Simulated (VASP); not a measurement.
Input of a VASP 6.6.1 run:

INCAR

```
SYSTEM = Si2W
  PREC = Accurate
  ENCUT = 500
  EDIFF = 1E-6
  ISMEAR = 0
  SIGMA = 0.1
  LREAL = .False.
  LASPH = .True.
  NELM = 120
  ALGO = Normal
  ISIF = 2
  LWAVE = .False.
  LCHARG = .False.
  GGA = PE
  NBANDS = 18
  GGA_COMPAT = .False.
```

File KPOINTS:

```
regular mesh
0
Gamma
  18 18 18
  0 0 0
```

POSCAR

```
Si2W
1.0
   -1.6146770471      1.6146770471      3.9339249815
    1.6146770471     -1.6146770471      3.9339249815
    1.6146770471      1.6146770471     -3.9339249815
Si W
2 1
Direct
    0.3345643556      0.3345643556      0.0000000000
    0.6654356444      0.6654356444      0.0000000000
    0.0000000000      0.0000000000      0.0000000000
```

Potentials or basis: VASP PAW PBE potentials, release 64 (Si, W_sv).

Launch:

```console
$ cat potpaw_PBE.64/Si/POTCAR potpaw_PBE.64/W_sv/POTCAR > POTCAR
$ mpirun -np 1 vasp_std > vasp.out
```

Question: What does it give for the pressure?

Answer: 0.0 GPa.

Question: Estimate the band gap on the k mesh.

Answer: Zero (bands 11 and 12 overlap by 1.25 eV).

Stress tensor (GPa, compression positive):
```
 0.03  0.00  0.00
 0.00  0.03  0.00
 0.00  0.00 -0.06
```

Caveat: spin-orbit coupling is left out, which moves the levels of the heavy elements.
